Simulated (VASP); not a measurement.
Crystal: Rh.

```xyz
1
Lattice="-1.5050 1.5050 1.5050 1.5050 -1.5050 1.5050 1.5050 1.5050 -1.5050" Properties=species:S:1:pos:R:3 pbc="T T T"
Rh    0.0000    0.0000    0.0000
```

This isn't the form of Rh at room conditions, which is fcc.

* Program: VASP 6.6.1
* Task: relaxation of cell and atoms
* Functional: PBE
* Potentials or basis: VASP PAW PBE potentials, release 64 (Rh_pv)
* Cutoff: 500 eV
* k mesh: 9 × 9 × 9
* Occupations: gaussian, width 0.05 eV
* Spin: no spin polarisation

At the start: pressure 16.4 GPa; volume 13.64 Å³/atom.

How do energy, volume and symmetry change on relaxing?

Over 4 steps the energy falls by 40.7 meV/atom and the volume is 14.49 Å³/atom (+6.2 %); space group Im-3m (No. 229, to 0.1 Å) before and after.

The path:
```csv
step,energy change (eV),largest force (eV/Å),pressure (GPa),volume (Å³)
1,0.0000,0.0000,16.38,13.64
2,0.1276,0.0000,-22.45,16.58
3,-0.0406,0.0000,-0.69,14.52
4,-0.0407,0.0000,-0.06,14.49
```

Final structure:
```cif
data_structure
_symmetry_space_group_name_H-M 'P 1'
_symmetry_Int_Tables_number 1
_cell_length_a 2.6598
_cell_length_b 2.6598
_cell_length_c 2.6598
_cell_angle_alpha 109.471
_cell_angle_beta 109.471
_cell_angle_gamma 109.471
_cell_volume 14.49
loop_
_atom_site_label
_atom_site_type_symbol
_atom_site_fract_x
_atom_site_fract_y
_atom_site_fract_z
_atom_site_occupancy
Rh1 Rh 0.00000 0.00000 0.00000 1
```
